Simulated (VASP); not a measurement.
Set up this calculation in VASP 6.6.1, as the native input.

| Quantity | Value |
| --- | --- |
| Task | single point |
| Functional | PBEsol |
| Potentials or basis | VASP PAW PBE potentials, release 64 (Ba_sv, O) |
| Cutoff | 600 eV |
| k mesh | 8 × 8 × 8 |
| Occupations | gaussian, width 0.05 eV |
| Spin | no spin polarisation |
| Dipole correction | no |
| Further INCAR settings | ALGO = Normal; EDIFF = 1e-06; NBANDS = 15 |

The structure of BaO lies in POSCAR:

```
BaO
1.0
    0.0000000000      2.6400000000      2.6400000000
    2.6400000000      0.0000000000      2.6400000000
    2.6400000000      2.6400000000      0.0000000000
Ba O
1 1
Direct
    0.0000000000      0.0000000000      0.0000000000
    0.5000000000      0.5000000000      0.5000000000
```

This cell differs from its parent crystal: strain -0.040 along x and y, -0.040 along z.

One way to write it, as run:

INCAR

```
PREC = Accurate ; ENCUT = 600
EDIFF = 1E-6 ; ISMEAR = 0
SIGMA = 0.05 ; LREAL = False
LASPH = True ; NELM = 120
ALGO = Normal ; ISIF = 2
LWAVE = False ; LCHARG = False
GGA = PS ; NBANDS = 15
GGA_COMPAT = False
```

KPOINTS

```
Automatic mesh
0
Gamma
  8 8 8
```

Potentials or basis: VASP PAW PBE potentials, release 64 (Ba_sv, O).

Run with:

```bash
$ cat potpaw_PBE.64/Ba_sv/POTCAR potpaw_PBE.64/O/POTCAR > POTCAR
$ mpirun -np 1 vasp_std > vasp.out
```

It gave:

- Pressure: 14.9 GPa
- Band gap on the k mesh: 1.22 eV

Caveat: the cell differs from its parent crystal (strain -0.040 along x and y, -0.040 along z); the cell stands under pressure; the PAW data sets were made with another functional, which shifts forces and pressure a little; spin-orbit coupling is left out, which moves the levels of the heavy elements.

It took 22 s on 1 thread of Intel Xeon 8259CL, with other jobs on the host, peak memory 0.15 GiB.
